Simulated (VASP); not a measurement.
# Sn (Fd-3m) in VASP: notebook

Sn is run at these levels: r2SCAN; tasks: single point.

Program: VASP 6.6.1. These are calculated values, not measurements. Logs are shortened: lines on timing, memory, paths and dates and some standing lists are left out, and cuts for length are marked.

## Step 1: The cell of the first run

The structure is cubic, space group Fd-3m (No. 227). The conventional cell has a = 6.542 Å, b = 6.542 Å, c = 6.542 Å, α = 90.00°, β = 90.00°, γ = 90.00°. Sn (site symmetry -43m) has 4 Sn at 2.83 Å within 3.7 Å.

This isn't the form of Sn at room conditions, which is tetragonal (white tin).

## Step 2: Single point, r2SCAN

POSCAR reads:

```
Sn
1.0
    0.0000000000      3.2710741662      3.2710741662
    3.2710741662      0.0000000000      3.2710741662
    3.2710741662      3.2710741662      0.0000000000
Sn
2
Direct
    0.0000000000      0.0000000000      0.0000000000
    0.2500000000      0.2500000000      0.2500000000
```

INCAR.step1 reads:

```
SYSTEM = Sn
ALGO = Normal
EDIFF = 1E-4
ENCUT = 520
GGA = PE
ISMEAR = -1
LASPH = .True.
LCHARG = .False.
LREAL = .False.
LWAVE = .True.
NBANDS = 21
NELM = 100
PREC = Accurate
SIGMA = 0.1
```

INCAR.step2 reads:

```
SYSTEM = Sn
ALGO = Normal
EDIFF = 1E-6
ENCUT = 520
ISIF = 2
ISMEAR = -1
ISTART = 1
LASPH = .True.
LCHARG = .True.
LELF = .True.
LMIXTAU = .True.
LREAL = .False.
LVHAR = .True.
LWAVE = .False.
METAGGA = R2SCAN
NBANDS = 21
NELM = 100
PREC = Accurate
SIGMA = 0.1
```

KPOINTS reads:

```
k-points
0
Gamma
  9 9 9
  0 0 0
```

Potentials or basis: VASP PAW PBE potentials, release 64 (Sn_d).

Command:

```bash
$ cat potpaw_PBE.64/Sn_d/POTCAR > POTCAR
$ cp INCAR.step1 INCAR
$ mpirun -np 1 vasp_std > vasp.out
$ cp INCAR.step2 INCAR
$ mpirun -np 1 vasp_std > vasp.out
```

OUTCAR:

```text
SYSTEM = Sn
   EDIFF = 1E-6
   ENCUT = 520
   ISIF = 2
   ISMEAR = -1
   ISTART = 1
   LASPH = .True.
   LREAL = .False.
   METAGGA = R2SCAN
   NELM = 100
   PREC = Accurate

 ion  position               nearest neighbor table
   1  0.000  0.000  0.000-   2 2.83   2 2.83   2 2.83   2 2.83
   2  0.250  0.250  0.250-   1 2.83   1 2.83   1 2.83   1 2.83

  LATTYP: Found a face centered cubic cell.
 ALAT       =     6.5421483324

  Lattice vectors:

 A1 = (   0.0000000000,   3.2710741662,   3.2710741662)
 A2 = (   3.2710741662,   0.0000000000,   3.2710741662)
 A3 = (   3.2710741662,   3.2710741662,   0.0000000000)

Analysis of symmetry for initial positions (statically):
=====================================================================
 Subroutine PRICEL returns:
 Original cell was already a primitive cell.

 Routine SETGRP: Setting up the symmetry group for a
 face centered cubic supercell.

 Subroutine GETGRP returns: Found 48 space group operations
 (whereof 24 operations were pure point group operations)
 out of a pool of 48 trial point group operations.

The static configuration has the point symmetry T_d .
 The point group associated with its full space group is O_h .

Analysis of symmetry for dynamics (positions and initial velocities):
=====================================================================
 Subroutine PRICEL returns:
 Original cell was already a primitive cell.

 Routine SETGRP: Setting up the symmetry group for a
 face centered cubic supercell.

 Subroutine GETGRP returns: Found 48 space group operations
 (whereof 24 operations were pure point group operations)
 out of a pool of 48 trial point group operations.

The dynamic configuration has the point symmetry T_d .
 The point group associated with its full space group is O_h .

 Subroutine INISYM returns: Found 48 space group operations
 (whereof 24 operations are pure point group operations),
 and found     1 'primitive' translations

----------------------------------------------------------------------------------------

                                     Primitive cell

  volume of cell :      70.0005

  direct lattice vectors                    reciprocal lattice vectors
     0.000000000  3.271074166  3.271074166    -0.152854987  0.152854987  0.152854987
     3.271074166  0.000000000  3.271074166     0.152854987 -0.152854987  0.152854987
     3.271074166  3.271074166  0.000000000     0.152854987  0.152854987 -0.152854987

  length of vectors
     4.625997449  4.625997449  4.625997449     0.264752604  0.264752604  0.264752604

  position of ions in fractional coordinates (direct lattice)
     0.000000000  0.000000000  0.000000000
     0.250000000  0.250000000  0.250000000

  ion indices of the primitive-cell ions
   primitive index   ion index
                 1           1
                 2           2

----------------------------------------------------------------------------------------

 KPOINTS: k-points

Automatic generation of k-mesh.
 Grid dimensions read from file:
 generate k-points for:    9    9    9

 Generating k-lattice:

  Cartesian coordinates                     Fractional coordinates (reciprocal lattice)
    -0.016983887  0.016983887  0.016983887     0.111111111  0.000000000  0.000000000
     0.016983887 -0.016983887  0.016983887     0.000000000  0.111111111  0.000000000
     0.016983887  0.016983887 -0.016983887     0.000000000  0.000000000  0.111111111

  Length of vectors
     0.029416956  0.029416956  0.029416956

  Shift w.r.t. Gamma in fractional coordinates (k-lattice)
     0.000000000  0.000000000  0.000000000

 Subroutine IBZKPT returns following result:
 ===========================================

 Found     35 irreducible k-points:

 Following reciprocal coordinates:
            Coordinates               Weight
  0.000000  0.000000  0.000000      1.000000
  0.111111  0.000000  0.000000      8.000000
  0.222222  0.000000  0.000000      8.000000
  0.333333  0.000000  0.000000      8.000000
  0.444444  0.000000  0.000000      8.000000
  0.111111  0.111111  0.000000      6.000000
[... 16 lines left out ...]
 -0.333333  0.333333  0.000000     12.000000
  0.444444  0.444444  0.000000      6.000000
 [... further k-points ...]
   k-points           NKPTS =     35   k-points in BZ     NKDIM =     35   number of bands    NBANDS=     21
   number of dos      NEDOS =    301   number of ions     NIONS =      2
   total plane-waves  NPLWV =  46656
   dimension x,y,z NGX =    36 NGY =   36 NGZ =   36
   dimension x,y,z NGXF=    72 NGYF=   72 NGZF=   72
   ions per type =               2
   NGX,Y,Z   is equivalent  to a cutoff of  12.94, 12.94, 12.94 a.u.
   NGXF,Y,Z  is equivalent  to a cutoff of  25.87, 25.87, 25.87 a.u.
 SYSTEM =  Sn
   PREC   = accura    normal or accurate (medium, high low for compatibility)
   ISTART =      1    job   : 0-new  1-cont  2-samecut
   ICHARG =      0    charge: 1-file 2-atom 10-const
[... 71 lines left out ...]
      4     -16.9565      2.00000
      5     -16.9565      2.00000
      6     -16.6807      2.00000
[... 13 lines left out ...]
     20      12.7886      0.00000
     21      12.7886      0.00000

 k-point     3 :       0.2222    0.0000    0.0000
  band No.  band energies     occupation
      1     -17.0548      2.00000
      2     -17.0548      2.00000
      3     -17.0218      2.00000
      4     -16.9343      2.00000
      5     -16.9343      2.00000
      6     -16.6999      2.00000
[... 13 lines left out ...]
     20      12.4467      0.00000
     21      12.4467      0.00000

 k-point     4 :       0.3333    0.0000    0.0000
  band No.  band energies     occupation
      1     -17.0640      2.00000
      2     -17.0640      2.00000
      3     -17.0128      2.00000
      4     -16.9171      2.00000
      5     -16.9171      2.00000
      6     -16.7124      2.00000
[... 13 lines left out ...]
     20      12.9541      0.00000
     21      12.9541      0.00000

 k-point     5 :       0.4444    0.0000    0.0000
  band No.  band energies     occupation
      1     -17.0680      2.00000
      2     -17.0680      2.00000
      3     -17.0067      2.00000
      4     -16.9091      2.00000
      5     -16.9091      2.00000
      6     -16.7173      2.00000
[... 13 lines left out ...]
     20      14.1100      0.00000
     21      14.1100      0.00000

 k-point     6 :       0.1111    0.1111    0.0000
  band No.  band energies     occupation
      1     -17.0392      2.00000
      2     -17.0392      2.00000
      3     -17.0387      2.00000
      4     -16.9590      2.00000
      5     -16.9436      2.00000
      6     -16.7078      2.00000
[... 13 lines left out ...]
     20      11.9212      0.00000
     21      13.6730      0.00000

 k-point     7 :       0.2222    0.1111    0.0000
  band No.  band energies     occupation
      1     -17.0569      2.00000
      2     -17.0498      2.00000
      3     -17.0282      2.00000
      4     -16.9423      2.00000
      5     -16.9190      2.00000
      6     -16.7344      2.00000
[... 13 lines left out ...]
     20      12.4452      0.00000
     21      13.3382      0.00000
[... 291 lines left out ...]
      1     -17.0722      2.00000
      2     -17.0722      2.00000
      3     -17.0170      2.00000
      4     -16.8871      2.00000
      5     -16.8462      2.00000
      6     -16.8242      2.00000
[... 13 lines left out ...]
     20      14.8363      0.00000
     21      15.0716      0.00000

 k-point    21 :       0.4444    0.3333    0.0000
  band No.  band energies     occupation
      1     -17.0868      2.00000
      2     -17.0786      2.00000
      3     -16.9875      2.00000
      4     -16.8722      2.00000
      5     -16.8621      2.00000
      6     -16.7985      2.00000
[... 13 lines left out ...]
     20      15.0624      0.00000
     21      15.4594      0.00000

 k-point    22 :      -0.4444    0.3333    0.0000
  band No.  band energies     occupation
      1     -17.1023      2.00000
      2     -17.0828      2.00000
      3     -16.9547      2.00000
      4     -16.8664      2.00000
      5     -16.8387      2.00000
      6     -16.8019      2.00000
[... 13 lines left out ...]
     20      14.2223      0.00000
     21      16.0570      0.00000

 k-point    23 :      -0.3333    0.3333    0.0000
  band No.  band energies     occupation
      1     -17.1069      2.00000
      2     -17.0837      2.00000
      3     -16.9478      2.00000
      4     -16.8454      2.00000
      5     -16.8357      2.00000
      6     -16.8182      2.00000
[... 13 lines left out ...]
     20      12.9855      0.00000
     21      16.4112      0.00000

 k-point    24 :       0.4444    0.4444    0.0000
  band No.  band energies     occupation
      1     -17.0823      2.00000
      2     -17.0823      2.00000
      3     -16.9755      2.00000
      4     -16.9164      2.00000
      5     -16.8344      2.00000
      6     -16.7787      2.00000
[... 13 lines left out ...]
     20      15.5816      0.00000
     21      15.8634      0.00000

 [... further k-points ...]

------------------------ aborting loop because EDIFF is reached ----------------------------------------

  FORCE on cell =-STRESS in cart. coord.  units (eV):
  Direction    XX          YY          ZZ          XY          YZ          ZX
  --------------------------------------------------------------------------------------
  -------------------------------------------------------------------------------------
  Total        0.2090854      0.2090854      0.2090854      0.0000000     -0.0000000      0.0000000
  in kB        4.7855647      4.7855647      4.7855647      0.0000000     -0.0000000      0.0000000
  external PRESSURE =       4.7855647 kB  Pullay stress =       0.0000000 kB

 VOLUME and BASIS-vectors are now :
 -----------------------------------------------------------------------------
  energy-cutoff  :      520.00
  volume of cell :       70.00
      direct lattice vectors                 reciprocal lattice vectors
     0.000000000  3.271074166  3.271074166    -0.152854987  0.152854987  0.152854987
     3.271074166  0.000000000  3.271074166     0.152854987 -0.152854987  0.152854987
     3.271074166  3.271074166  0.000000000     0.152854987  0.152854987 -0.152854987

 POSITION                                       TOTAL-FORCE (eV/Angst)
 -----------------------------------------------------------------------------------
      0.00000      0.00000      0.00000        -0.000000     -0.000000     -0.000000
      1.63554      1.63554      1.63554         0.000000      0.000000      0.000000
 -----------------------------------------------------------------------------------
    total drift:                                0.000000      0.000000      0.000000

  FREE ENERGIE OF THE ION-ELECTRON SYSTEM (eV)
  ---------------------------------------------------
  free  energy   TOTEN  =       -49.4923037651 eV

  energy  without entropy=      -49.4875524461  energy(sigma->0) =      -49.48992811
```

Wall time 90 s (1 thread of AMD EPYC 9R45 (Zen 5), shared host); peak memory 0.2 GiB.

Results:

| Item | Value |
| --- | --- |
| Free energy | -49.4923 eV |
| Pressure | 0.5 GPa |
| Band gap on the k mesh | zero (filled and empty bands touch) |

Caveat: the PAW data sets were made with another functional, which shifts forces and pressure a little; spin-orbit coupling is left out, which moves the levels of the heavy elements.

## Step 3: Single point, r2SCAN

POSCAR is that of step 2.

INCAR.step1 reads:

```
ALGO     = Normal         # electronic algorithm
EDIFF    = 1E-4           # SCF threshold, eV
ENCUT    = 520            # plane-wave cutoff, eV
GGA      = PE             # functional
ISMEAR   = -1             # smearing method
LASPH    = True           # aspherical terms in the spheres
LCHARG   = False          # write CHGCAR
LREAL    = False          # projectors in reciprocal space
LWAVE    = True           # write WAVECAR
NBANDS   = 21             # bands
NELM     = 100            # most SCF steps
PREC     = Accurate       # precision mode
SIGMA    = 0.1            # smearing width, eV
```

INCAR.step2 reads:

```
ALGO     = Normal         # electronic algorithm
EDIFF    = 1E-7           # SCF threshold, eV
ENCUT    = 520            # plane-wave cutoff, eV
ISIF     = 2              # what is computed and relaxed
ISMEAR   = -1             # smearing method
ISTART   = 1            
LASPH    = True           # aspherical terms in the spheres
LCHARG   = True           # write CHGCAR
LELF     = True           # ELF
LMIXTAU  = True         
LREAL    = False          # projectors in reciprocal space
LVHAR    = True         
LWAVE    = False          # write WAVECAR
METAGGA  = R2SCAN         # meta-GGA
NBANDS   = 21             # bands
NELM     = 100            # most SCF steps
PREC     = Accurate       # precision mode
SIGMA    = 0.1            # smearing width, eV
```

KPOINTS reads:

```
k-points
0
Gamma
  9 9 9
```

Potentials or basis: VASP PAW PBE potentials, release 64 (Sn_d).

Command:

```bash
$ cat potpaw_PBE.64/Sn_d/POTCAR > POTCAR
$ cp INCAR.step1 INCAR
$ mpirun -np 1 vasp_std > vasp.out
$ cp INCAR.step2 INCAR
$ mpirun -np 1 vasp_std > vasp.out
```

Wall time 2 min (1 thread of AMD EPYC 9R45 (Zen 5), shared host); peak memory 0.2 GiB.

Results (log left out):

```yaml
Free_energy: -49.4923 eV
Pressure: 0.5 GPa
Band_gap_on_the_k_mesh: zero (filled and empty bands touch)
```

Levels at points of the mesh, in eV from the Fermi level:
| k point | band 12 | band 13 | band 14 | band 15 | band 16 | band 17 |
| --- | --- | --- | --- | --- | --- | --- |
| (0.00, 0.00, 0.00) | -0.54 | 0.00 | 0.00 | 0.00 | 2.22 | 2.22 |

Caveat: the PAW data sets were made with another functional, which shifts forces and pressure a little; spin-orbit coupling is left out, which moves the levels of the heavy elements.

## Step 4: Single point, r2SCAN

This run uses another cell than the first one, of 36.11 Å³/atom.

POSCAR reads:

```
Sn
1.0
    0.0000000000      3.3051503078      3.3051503078
    3.3051503078      0.0000000000      3.3051503078
    3.3051503078      3.3051503078      0.0000000000
Sn
2
Direct
    0.0000000000      0.0000000000      0.0000000000
    0.2500000000      0.2500000000      0.2500000000
```

INCAR.step1 reads:

```
SYSTEM = Sn
ALGO = Normal
EDIFF = 1E-4
ENCUT = 520
GGA = PE
ISMEAR = -1
LASPH = .True.
LCHARG = .False.
LREAL = .False.
LWAVE = .True.
NBANDS = 21
NELM = 100
PREC = Accurate
SIGMA = 0.1
```

INCAR.step2 reads:

```
SYSTEM = Sn
ALGO = Normal
EDIFF = 1E-6
ENCUT = 520
ISIF = 2
ISMEAR = -1
ISTART = 1
LASPH = .True.
LCHARG = .False.
LMIXTAU = .True.
LREAL = .False.
LWAVE = .False.
METAGGA = R2SCAN
NBANDS = 21
NELM = 100
PREC = Accurate
SIGMA = 0.1
```

KPOINTS reads:

```
k-points
0
Gamma
  9 9 9
  0 0 0
```

Command:

```bash
$ cat potpaw_PBE.64/Sn_d/POTCAR > POTCAR
$ cp INCAR.step1 INCAR
$ mpirun -np 1 vasp_std > vasp.out
$ cp INCAR.step2 INCAR
$ mpirun -np 1 vasp_std > vasp.out
```

Run time: 1.8 min. Hardware: 1 thread of AMD EPYC 9R45 (Zen 5), shared host; peak memory 0.2 GiB.

Results (log left out):

```yaml
Free_energy: -49.4908 eV
Pressure: -0.8 GPa
Band_gap_on_the_k_mesh: zero (filled and empty bands touch)
```

Levels at points of the mesh, in eV from the Fermi level:
```csv
k point,band 11,band 12,band 13,band 14,band 15,band 16,band 17,band 18
"(0.00, 0.00, 0.00)",-10.74,-0.74,0.03,0.03,0.03,2.24,2.24,2.24
```

Caveat: the PAW data sets were made with another functional, which shifts forces and pressure a little; spin-orbit coupling is left out, which moves the levels of the heavy elements.

## Step 5: Single point, r2SCAN

This run uses another cell than the first one, of 36.11 Å³/atom.

POSCAR is that of step 4.

INCAR.step1 reads:

```
PREC = Accurate
ENCUT = 520
ISMEAR = -1
SIGMA = 0.1
LREAL = False
LASPH = True
NELM = 100
NBANDS = 21
GGA = PE
ALGO = Normal
EDIFF = 1E-4
LWAVE = True
LCHARG = False
```

INCAR.step2 reads:

```
PREC = Accurate
ENCUT = 520
EDIFF = 1E-7
ISMEAR = -1
SIGMA = 0.1
LREAL = False
LASPH = True
NELM = 100
ALGO = Normal
ISIF = 2
LWAVE = False
LCHARG = False
METAGGA = R2SCAN
LMIXTAU = True
NBANDS = 21
ISTART = 1
```

KPOINTS reads:

```
regular mesh
0
Gamma
  9 9 9
```

Command:

```bash
$ cat potpaw_PBE.64/Sn_d/POTCAR > POTCAR
$ cp INCAR.step1 INCAR
$ mpirun -np 1 vasp_std > vasp.out
$ cp INCAR.step2 INCAR
$ mpirun -np 1 vasp_std > vasp.out
```

Wall time 2.1 min (1 thread of AMD EPYC 9R45 (Zen 5), shared host); peak memory 0.2 GiB.

It converged, with:

```yaml
Free_energy: -49.4908 eV
Pressure: -0.8 GPa
Band_gap_on_the_k_mesh: zero (filled and empty bands touch)
```

Levels at points of the mesh, in eV from the Fermi level:
```tsv
k point	band 11	band 12	band 13	band 14	band 15	band 16	band 17	band 18
(0.00, 0.00, 0.00)	-10.74	-0.74	0.03	0.03	0.03	2.24	2.24	2.24
```

Caveat: the PAW data sets were made with another functional, which shifts forces and pressure a little; spin-orbit coupling is left out, which moves the levels of the heavy elements.

## Step 6: Single point, r2SCAN

This run uses another cell than the first one, of 37.21 Å³/atom.

POSCAR reads:

```
Sn
1.0
    0.0000000000      3.3385379242      3.3385379242
    3.3385379242      0.0000000000      3.3385379242
    3.3385379242      3.3385379242      0.0000000000
Sn
2
Direct
    0.0000000000      0.0000000000      0.0000000000
    0.2500000000      0.2500000000      0.2500000000
```

INCAR.step1 reads:

```
PREC     = Accurate       # precision mode
ENCUT    = 520            # plane-wave cutoff, eV
ISMEAR   = -1             # smearing method
SIGMA    = 0.1            # smearing width, eV
LREAL    = F              # projectors in reciprocal space
LASPH    = T              # aspherical terms in the spheres
NELM     = 60             # most SCF steps
NBANDS   = 21             # bands
GGA      = PE             # functional
ALGO     = Normal         # electronic algorithm
EDIFF    = 1E-4           # SCF threshold, eV
LWAVE    = T              # write WAVECAR
LCHARG   = F              # write CHGCAR
```

INCAR.step2 reads:

```
PREC     = Accurate       # precision mode
ENCUT    = 520            # plane-wave cutoff, eV
EDIFF    = 1E-7           # SCF threshold, eV
ISMEAR   = -1             # smearing method
SIGMA    = 0.1            # smearing width, eV
LREAL    = F              # projectors in reciprocal space
LASPH    = T              # aspherical terms in the spheres
NELM     = 60             # most SCF steps
ALGO     = Normal         # electronic algorithm
ISIF     = 2              # what is computed and relaxed
LWAVE    = F              # write WAVECAR
LCHARG   = F              # write CHGCAR
METAGGA  = R2SCAN         # meta-GGA
LMIXTAU  = T            
NBANDS   = 21             # bands
ISTART   = 1
```

KPOINTS is that of step 5.

Potentials or basis: VASP PAW PBE potentials, release 64 (Sn_d).

Command:

```bash
$ cat potpaw_PBE.64/Sn_d/POTCAR > POTCAR
$ cp INCAR.step1 INCAR
$ mpirun -np 1 vasp_std > vasp.out
$ cp INCAR.step2 INCAR
$ mpirun -np 1 vasp_std > vasp.out
```

Run time: 2.1 min. Hardware: 1 thread of AMD EPYC 9R45 (Zen 5), shared host; peak memory 0.2 GiB.

Results (log left out):

- Free energy: -49.4728 eV
- Pressure: -1.9 GPa
- Band gap on the k mesh: zero (bands 14 and 15 overlap by 0.02 eV)

Levels at points of the mesh, in eV from the Fermi level:
```
           k point  band 12  band 13  band 14  band 15  band 16  band 17
(0.00, 0.00, 0.00)    -0.93     0.05     0.05     0.05     2.25     2.25
```

Caveat: the PAW data sets were made with another functional, which shifts forces and pressure a little; spin-orbit coupling is left out, which moves the levels of the heavy elements.

## Step 7: Summary

```tsv
cell	gap on the mesh (eV)	pressure (GPa)
a = 4.626 Å, angles 60.0°, 2 atoms	none	0.5
a = 4.674 Å, angles 60.0°, 2 atoms	none	-0.8
a = 4.721 Å, angles 60.0°, 2 atoms	none	-1.9
```

Alike in all rows: task single point; level r2SCAN; potentials or basis VASP PAW PBE potentials, release 64 (Sn_d); no spin polarisation; k mesh 9 × 9 × 9; cutoff (eV) 520; smearing fermi-dirac 0.1 eV.

Caveats: the PAW data sets were made with another functional, which shifts forces and pressure a little; spin-orbit coupling is left out, which moves the levels of the heavy elements.

Absolute energies hang on the potentials; compare differences alone.
